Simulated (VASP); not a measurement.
The system is PbO.

```xyz
2
Lattice="3.1794 0.0000 0.0000 0.0000 3.1794 0.0000 0.0000 0.0000 3.1794" Properties=species:S:1:pos:R:3 pbc="T T T"
Pb    0.0000    0.0000    0.0000
O     1.5897    1.5897    1.5897
```

Program: VASP 6.6.1. Alike in all runs: task single point; no spin polarisation; cell as given; k mesh 4 × 4 × 4; smearing gaussian 0.01 eV.

Q: Order these runs on this cell by their pressure, lowest first.
A. level PBE; potentials or basis VASP PAW PBE potentials, release 64 (Pb_d, O); cutoff (eV) 600
B. level LDA; potentials or basis VASP PAW LDA potentials, release 64 (Pb_d, O); cutoff (eV) 600
C. level HSE06; potentials or basis VASP PAW PBE potentials, release 64 (Pb_d, O); cutoff (eV) 520; grid for exact exchange (PRECFOCK) Normal; screening parameter 0.2079 1/Å

A: B (-5.7 GPa), C (-1.2 GPa), A (2.9 GPa).

Caveats: all runs use coarse meshes; the PAW data sets were made with another functional, which shifts forces and pressure a little (some runs).
